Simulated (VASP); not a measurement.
Runs of VASP 6.6.1 on BP. The structure is that of space group F-43m (No. 216), or close to it. The cells are those of the table. 

```tsv
task	cell	cutoff (eV)	gap on the mesh (eV)	pressure (GPa)
relaxation of cell and atoms	relaxed to 10 GPa from a = 3.196 Å, angles 60.0°, 2 atoms	600	1.09	10.0
single point	a = 3.116 Å, angles 60.0°, 2 atoms	520	1.05	15.1
relaxation of cell and atoms	relaxed to 1 GPa from a = 3.196 Å, angles 60.0°, 2 atoms	600	1.14	1.0
single point	a = 3.172 Å, angles 60.0°, 2 atoms	520	1.12	4.1
relaxation of cell and atoms	relaxed to 2 GPa from a = 3.196 Å, angles 60.0°, 2 atoms	600	1.14	2.0
single point	a = 3.140 Å, angles 60.0°, 2 atoms	520	1.09	(b)
single point	a = 3.190 Å, angles 60.0°, 2 atoms	520	1.14	(a)
single point	a = 3.184 Å, angles 60.0°, 2 atoms	520	1.14	2.1
relaxation of cell and atoms	relaxed to 4 GPa from a = 3.196 Å, angles 60.0°, 2 atoms	600	1.12	4.0
relaxation of cell and atoms	relaxed to 15 GPa from a = 3.196 Å, angles 60.0°, 2 atoms	600	1.05	15.0
single point	a = 3.156 Å, angles 60.0°, 2 atoms	520	1.10	7.1
relaxation of cell and atoms	relaxed to 7 GPa from a = 3.196 Å, angles 60.0°, 2 atoms	600	1.10	7.0
```

Alike in all rows: level PBEsol; potentials or basis VASP PAW PBE potentials, release 64 (B, P); no spin polarisation; k mesh 8 × 8 × 8; smearing gaussian 0.01 eV.

Problem. Fill in the values left out.

Solution. (a) 1.1; (b) 10.1.

Caveats: the PAW data sets were made with another functional, which shifts forces and pressure a little; the cell is relaxed towards a set pressure, so the enthalpy falls and the energy may rise (some runs).

A k mesh can miss the band edges.
